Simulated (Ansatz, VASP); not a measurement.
## One calculation of Zr, two programs

```
CELL_PARAMETERS angstrom
3.23200 0.00000 0.00000
-1.61600 2.79899 0.00000
0.00000 0.00000 5.14700
ATOMIC_POSITIONS crystal
Zr 0.66667 0.33333 0.75000
Zr 0.33333 0.66667 0.25000
```

Alike in both runs: functional LDA; k mesh 9 × 9 × 5; occupations fermi-dirac, width 0.05 eV; no spin polarisation.

|  | VASP | Ansatz |
| --- | --- | --- |
| version | VASP 6.6.1 | Ansatz 0.2.0 |
| potentials or method | VASP PAW LDA potentials, release 64 (Zr_sv), cutoff 520 eV | all-electron LAPW, scalar-relativistic |
| task | single point | band structure |

Ansatz gave:

| Item | Value |
| --- | --- |
| gap on the k mesh at the Fermi level (eV) | none |
| pressure (GPa) | -6.1 |
| traceless stress, the component that is largest in VASP (GPa) | 0.58 |

**Question.** Which values does VASP return?

**Answer.** gap on the k mesh at the Fermi level (eV): none; pressure (GPa): -6.0; traceless stress, the component that is largest in VASP (GPa): 0.60.

LDA's correlation is that of Perdew and Zunger in VASP and of Perdew and Wang (1992) in Ansatz. A gap of «none» marks a metal or a gap that the smearing closes. Ansatz ran all-electron here, and VASP with PAW potentials.
